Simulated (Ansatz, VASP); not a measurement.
**Two plane-wave programs on WS2**

```
W S
1.0
     1.50005    0.86605    6.47150
    -1.50005    0.86605    6.47150
     0.00000   -1.73211    6.47150
W S
1 2
Cartesian
  0.0000 0.0000 0.0000
  0.0000 0.0000 14.5667
  0.0000 0.0000 11.2798
```

Change from the starting cell: strain -0.050 along x and y, +0.050 along z, atoms carried along.

Alike in both runs: task single point; functional PBEsol; dispersion D3(BJ); k mesh 12 × 12 × 12; occupations gaussian, width 0.05 eV; no spin polarisation.

|  | VASP | Ansatz |
| --- | --- | --- |
| version | VASP 6.6.1 | Ansatz 0.2.0 |
| potentials or method | VASP PAW PBE potentials, release 64 (W_sv, S), cutoff 520 eV | scalar-relativistic, plane waves, PAW |
| valence electrons in the cell | 26 | 26 |

Ansatz gave:

- gap on the k mesh at the Fermi level (eV): 1.24
- least direct gap on the mesh (eV): 2.13
- pressure (GPa): 4.6
- traceless stress, the component that is largest in VASP (GPa): -12.65
- rms of the force components (eV/Å): 0.328

Estimate VASP's values.

gap on the k mesh at the Fermi level (eV): 1.24; least direct gap on the mesh (eV): 2.13; pressure (GPa): 4.8; traceless stress, the component that is largest in VASP (GPa): -12.66; rms of the force components (eV/Å): 0.323.

VASP's potentials were made for PBE, not for PBEsol. Atom by atom the forces differ by 0.011 eV/Å (rms over components).

Spin-orbit coupling is off throughout.
